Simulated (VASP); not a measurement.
# Si2Ni (Fm-3m) in VASP: further runs

The runs below take Si2Ni through single point, with LDA, PBE.

Everything below comes from runs of VASP 6.6.1. Logs are shortened: lines on timing, memory, paths and dates and some standing lists are left out, and cuts for length are marked.

## Step 1: The cell of the first run

It takes space group Fm-3m (No. 225, cubic). The conventional cell has a = 5.370 Å, b = 5.370 Å, c = 5.370 Å, α = 90.00°, β = 90.00°, γ = 90.00°. Within 3.1 Å of Ni (site symmetry m-3m) lie 8 Si at 2.33 Å. Within 3.1 Å of Si (site symmetry -43m) lie 4 Ni at 2.33 Å and 6 Si at 2.68 Å.

## Step 2: Single point, LDA, collinear spin, ferromagnetic start

File INCAR:

```
  ALGO = Normal
  EDIFF = 1E-6
  ENCUT = 600
  GGA_COMPAT = F
  ISIF = 2
  ISMEAR = -1
  ISPIN = 2
  LASPH = T
  LCHARG = F
  LMAXMIX = 4
  LORBIT = 11
  LREAL = F
  LWAVE = F
  MAGMOM = 1 0 0
  NBANDS = 20
  NELM = 200
  PREC = Accurate
  SIGMA = 0.05
```

File KPOINTS:

```
k-points
0
Gamma
  9 9 9
```

File POSCAR:

```
Si2Ni
1.0
    0.0000000000      2.6848585138      2.6848585138
    2.6848585138      0.0000000000      2.6848585138
    2.6848585138      2.6848585138      0.0000000000
Ni Si
1 2
Direct
    0.0000000000      0.0000000000      0.0000000000
    0.7500000000      0.7500000000      0.7500000000
    0.2500000000      0.2500000000      0.2500000000
```

Potentials or basis: VASP PAW LDA potentials, release 64 (Ni, Si).

On the command line:

```bash
$ cat potpaw_LDA.64/Ni/POTCAR potpaw_LDA.64/Si/POTCAR > POTCAR
$ mpirun -np 1 vasp_std > vasp.out
```

OUTCAR:

```text
EDIFF = 1E-6
   ENCUT = 600
   ISIF = 2
   ISMEAR = -1
   ISPIN = 2
   LASPH = T
   LORBIT = 11
   LREAL = F
   NELM = 200
   PREC = Accurate

 ion  position               nearest neighbor table
   1  0.000  0.000  0.000-   2 2.33   2 2.33   2 2.33   2 2.33   3 2.33   3 2.33   3 2.33   3 2.33

   2  0.750  0.750  0.750-   1 2.33   1 2.33   1 2.33   1 2.33   3 2.68   3 2.68   3 2.68   3 2.68
                             3 2.68   3 2.68
   3  0.250  0.250  0.250-   1 2.33   1 2.33   1 2.33   1 2.33   2 2.68   2 2.68   2 2.68   2 2.68
                             2 2.68   2 2.68

  LATTYP: Found a face centered cubic cell.
 ALAT       =     5.3697170276

  Lattice vectors:

 A1 = (   0.0000000000,   2.6848585138,   2.6848585138)
 A2 = (   2.6848585138,   0.0000000000,   2.6848585138)
 A3 = (   2.6848585138,   2.6848585138,   0.0000000000)

Analysis of symmetry for initial positions (statically):
=====================================================================
 Subroutine PRICEL returns:
 Original cell was already a primitive cell.

 Routine SETGRP: Setting up the symmetry group for a
 face centered cubic supercell.

 Subroutine GETGRP returns: Found 48 space group operations
 (whereof 48 operations were pure point group operations)
 out of a pool of 48 trial point group operations.

The static configuration has the point symmetry O_h .

Analysis of symmetry for dynamics (positions and initial velocities):
=====================================================================
 Subroutine PRICEL returns:
 Original cell was already a primitive cell.

 Routine SETGRP: Setting up the symmetry group for a
 face centered cubic supercell.

 Subroutine GETGRP returns: Found 48 space group operations
 (whereof 48 operations were pure point group operations)
 out of a pool of 48 trial point group operations.

The dynamic configuration has the point symmetry O_h .

Analysis of structural, dynamic, and magnetic symmetry:
=====================================================================
 Subroutine PRICEL returns:
 Original cell was already a primitive cell.

 Routine SETGRP: Setting up the symmetry group for a
 face centered cubic supercell.

 Subroutine GETGRP returns: Found 48 space group operations
 (whereof 48 operations were pure point group operations)
 out of a pool of 48 trial point group operations.

The overall configuration has the point symmetry O_h .

 Subroutine INISYM returns: Found 48 space group operations
 (whereof 48 operations are pure point group operations),
 and found     1 'primitive' translations

----------------------------------------------------------------------------------------

                                     Primitive cell

  volume of cell :      38.7074

  direct lattice vectors                    reciprocal lattice vectors
     0.000000000  2.684858514  2.684858514    -0.186229553  0.186229553  0.186229553
     2.684858514  0.000000000  2.684858514     0.186229553 -0.186229553  0.186229553
     2.684858514  2.684858514  0.000000000     0.186229553  0.186229553 -0.186229553

  length of vectors
     3.796963323  3.796963323  3.796963323     0.322559047  0.322559047  0.322559047

  position of ions in fractional coordinates (direct lattice)
     0.000000000  0.000000000  0.000000000
     0.750000000  0.750000000  0.750000000
     0.250000000  0.250000000  0.250000000

  ion indices of the primitive-cell ions
   primitive index   ion index
                 1           1
                 2           2
                 3           3

----------------------------------------------------------------------------------------

 KPOINTS: k-points

Automatic generation of k-mesh.
 Grid dimensions read from file:
 generate k-points for:    9    9    9

 Generating k-lattice:

  Cartesian coordinates                     Fractional coordinates (reciprocal lattice)
    -0.020692173  0.020692173  0.020692173     0.111111111  0.000000000  0.000000000
     0.020692173 -0.020692173  0.020692173     0.000000000  0.111111111  0.000000000
     0.020692173  0.020692173 -0.020692173     0.000000000  0.000000000  0.111111111

  Length of vectors
     0.035839894  0.035839894  0.035839894

  Shift w.r.t. Gamma in fractional coordinates (k-lattice)
     0.000000000  0.000000000  0.000000000

 Subroutine IBZKPT returns following result:
 ===========================================

 Found     35 irreducible k-points:

 Following reciprocal coordinates:
            Coordinates               Weight
  0.000000  0.000000  0.000000      1.000000
  0.111111  0.000000  0.000000      8.000000
  0.222222  0.000000  0.000000      8.000000
  0.333333  0.000000  0.000000      8.000000
  0.444444  0.000000  0.000000      8.000000
  0.111111  0.111111  0.000000      6.000000
[... 16 lines left out ...]
 -0.333333  0.333333  0.000000     12.000000
  0.444444  0.444444  0.000000      6.000000
 [... further k-points ...]
   k-points           NKPTS =     35   k-points in BZ     NKDIM =     35   number of bands    NBANDS=     20
   number of dos      NEDOS =    301   number of ions     NIONS =      3
   total plane-waves  NPLWV =  27000
   dimension x,y,z NGX =    30 NGY =   30 NGZ =   30
   dimension x,y,z NGXF=    60 NGYF=   60 NGZF=   60
   ions per type =               1   2
   NGX,Y,Z   is equivalent  to a cutoff of  13.14, 13.14, 13.14 a.u.
   NGXF,Y,Z  is equivalent  to a cutoff of  26.27, 26.27, 26.27 a.u.
 SYSTEM =  unknown system
   PREC   = accura    normal or accurate (medium, high low for compatibility)
   ISTART =      0    job   : 0-new  1-cont  2-samecut
   ICHARG =      2    charge: 1-file 2-atom 10-const
   ISPIN  =      2    spin polarized calculation?
   LNONCOLLINEAR =      F non collinear calculations
   LSORBIT =      F    spin-orbit coupling
   LASPH  =      T    aspherical Exc in radial PAW
   ENCUT  =  600.0 eV  44.10 Ry    6.64 a.u.   7.58  7.58  7.58*2*pi/ulx,y,z
   NELM   =    200;   NELMIN=  2; NELMDL= -5     # of ELM steps
   EDIFF  = 0.1E-05   stopping-criterion for ELM
   LREAL  =      F    real-space projection
   EDIFFG = 0.1E-04   stopping-criterion for IOM
   NSW    =      0    number of steps for IOM
   IBRION =     -1    ionic relax: 0-MD 1-quasi-New 2-CG
   NFREE  =      0    steps in history (QN), initial steepest desc. (CG)
   ISIF   =      2    stress and relaxation
   ISYM   =      2    0-nonsym 1-usesym 2-fastsym
   POTIM  = 0.5000    time-step for ionic-motion
   TEBEG  =    0.0;   TEEND  =   0.0 temperature during run
   PSTRESS=    0.0 pullay stress
   NELECT =      18.0000    total number of electrons
   NUPDOWN=      -1.0000    fix difference up-down
   EMIN   =  10.00;   EMAX   =-10.00  energy-range for DOS
   EFERMI =   0.00;   METHOD = LEGACY
   ISMEAR =    -1;   SIGMA  =   0.05  broadening in eV -4-tet -1-fermi 0-gaus
   EFERMI_NEDOS =   21; number of points for ismear=-14 and -15
   IALGO  =     38    algorithm
   IMIX   =      4    mixing-type and parameters
     AMIX     =   0.40;   BMIX     =  1.00
     AMIX_MAG =   1.60;   BMIX_MAG =  1.00
  volume/ion in A,a.u.               =      12.90        87.07
  Fermi-wavevector in a.u.,A,eV,Ry     =   1.268336  2.396807 21.887363  1.608676
  Thomas-Fermi vector in A             =   2.401436
   LORBIT       =     11    0 simple, 1 ext, 2 COOP (PROOUT), +10 PAW based schemes
   GGA     = CA    functional components
   LHFCALC =     F    Hartree Fock is set to
   AEXX    =    0.0000 exact exchange contribution
   IVDW    =     0    specifies the selected vdW correction
   LEPSILON=     F    determine dielectric tensor
   LRPA    =     F    only Hartree local field effects (RPA)
 spin polarized calculation
  energy-cutoff  :      600.00
  volume of cell :       38.71
 maximum number of plane-waves:      1311
   NGX = 15   NGY = 15   NGZ = 15

 number of electron      17.9999995 magnetization       0.0022901

 number of electron      17.9999995 magnetization      -0.0000068

 Free energy of the ion-electron system (eV)
  ---------------------------------------------------
  ext. energy  EPLUGINS =         0.00000000
  ---------------------------------------------------
  free energy    TOTEN  =       -19.90042552 eV

  energy without entropy =      -19.89251707  energy(sigma->0) =      -19.89647129

 E-fermi :  10.6723     XC(G=0): -11.8491

 val. band max:       10.6227031597   @ k =   0.3333   0.2222   0.0000
 cond. band min:      10.7105810117   @ k =   0.1111   0.1111   0.0000
 fundamental gap:      0.0878778519
 Fermi energy:        10.6723079679

 spin component 1

 k-point     1 :       0.0000    0.0000    0.0000
  band No.  band energies     occupation
      1      -3.3418      1.00000
      2       5.2932      1.00000
      3       5.2932      1.00000
      4       5.2932      1.00000
      5       7.0116      1.00000
      6       7.0116      1.00000
[... 12 lines left out ...]
     19      19.7208      0.00000
[... 513 lines left out ...]
      4       5.9796      1.00000
      5       5.9796      1.00000
      6       7.0521      1.00000
[... 12 lines left out ...]
     19      24.5269      0.00000
     20      24.5269      0.00000

 [... further k-points ...]

 spin component 2

 k-point     1 :       0.0000    0.0000    0.0000
  band No.  band energies     occupation
      1      -3.3418      1.00000
      2       5.2932      1.00000
      3       5.2932      1.00000
      4       5.2932      1.00000
      5       7.0116      1.00000
      6       7.0116      1.00000
[... 12 lines left out ...]
     19      19.7209      0.00000
[... 513 lines left out ...]
      4       5.9796      1.00000
      5       5.9796      1.00000
      6       7.0521      1.00000
[... 12 lines left out ...]
     19      24.5269      0.00000
     20      24.5269      0.00000

 [... further k-points ...]

------------------------ aborting loop because EDIFF is reached ----------------------------------------

  FORCE on cell =-STRESS in cart. coord.  units (eV):
  Direction    XX          YY          ZZ          XY          YZ          ZX
  --------------------------------------------------------------------------------------
  -------------------------------------------------------------------------------------
  Total       -0.2727814     -0.2727814     -0.2727814      0.0000000      0.0000000     -0.0000000
  in kB      -11.2909657    -11.2909657    -11.2909657      0.0000000      0.0000000     -0.0000000
  external PRESSURE =     -11.2909657 kB  Pullay stress =       0.0000000 kB

 VOLUME and BASIS-vectors are now :
 -----------------------------------------------------------------------------
  energy-cutoff  :      600.00
  volume of cell :       38.71
      direct lattice vectors                 reciprocal lattice vectors
     0.000000000  2.684858514  2.684858514    -0.186229553  0.186229553  0.186229553
     2.684858514  0.000000000  2.684858514     0.186229553 -0.186229553  0.186229553
     2.684858514  2.684858514  0.000000000     0.186229553  0.186229553 -0.186229553

 POSITION                                       TOTAL-FORCE (eV/Angst)
 -----------------------------------------------------------------------------------
      0.00000      0.00000      0.00000        -0.000000     -0.000000     -0.000000
      4.02729      4.02729      4.02729        -0.000000      0.000000      0.000000
      1.34243      1.34243      1.34243         0.000000     -0.000000     -0.000000
 -----------------------------------------------------------------------------------
    total drift:                                0.000000     -0.000000     -0.000000

  FREE ENERGIE OF THE ION-ELECTRON SYSTEM (eV)
  ---------------------------------------------------
  free  energy   TOTEN  =       -19.9004255195 eV

  energy  without entropy=      -19.8925170655  energy(sigma->0) =      -19.89647129

 total charge

# of ion       s       p       d       tot
------------------------------------------
    1        0.576   0.826   8.485   9.887
    2        0.751   0.861   0.000   1.612
    3        0.751   0.861   0.000   1.612
--------------------------------------------------
tot          2.078   2.547   8.485  13.110

 magnetization (x)

# of ion       s       p       d       tot
------------------------------------------
    1       -0.000  -0.000   0.000   0.000
    2        0.000  -0.000   0.000  -0.000
    3        0.000  -0.000   0.000  -0.000
--------------------------------------------------
tot         -0.000  -0.000   0.000   0.000
```

It took 99 s on 1 thread of Intel Xeon Platinum 8259CL at 2.50GHz (Skylake/Cascade Lake), shared host; peak memory 0.19 GiB.

Results:

```yaml
Free_energy: -19.9004 eV
Pressure: -1.1 GPa
Band_gap_on_the_k_mesh: zero (filled and empty bands overlap)
Net_moment: 0.00 μB per cell
Valence_electrons_inside_the_program's_atomic_spheres: Ni 9.89; Si 1.61
```

Caveat: the moments typed at the start vanished in this run.

(Part 1 of 3 ends here.)

The gap in the log of VASP goes by the Fermi energy; the results here count the filled bands.